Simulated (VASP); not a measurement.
Crystal: WC.

```
W C
1.0
     0.00000    2.19268    2.19268
     2.19268    0.00000    2.19268
     2.19268    2.19268    0.00000
W C
1 1
Cartesian
  0.0000 0.0000 0.0000
  2.1927 2.1927 2.1927
```

Base run:

* Program: VASP 6.6.1
* Functional: LDA
* Potentials or basis: VASP PAW LDA potentials, release 64 (W_sv, C)
* Cutoff: 600 eV
* k mesh: 8 × 8 × 8
* Occupations: fermi-dirac, width 0.1 eV
* Spin: no spin polarisation

Its results: band gap on the k mesh zero (band 9 reaches 13.31 eV, above the bottom of band 10 at 10.22 eV); pressure -13.5 GPa.

The run is repeated on the same cell with these changes: k mesh from 8 × 8 × 8 to 5 × 5 × 5. What comes out?

Band gap on the k mesh zero (band 9 reaches 12.77 eV, above the bottom of band 10 at 10.70 eV); pressure -14.4 GPa.

Caveats: some runs use coarse meshes; spin-orbit coupling is left out, which moves the levels of the heavy elements.
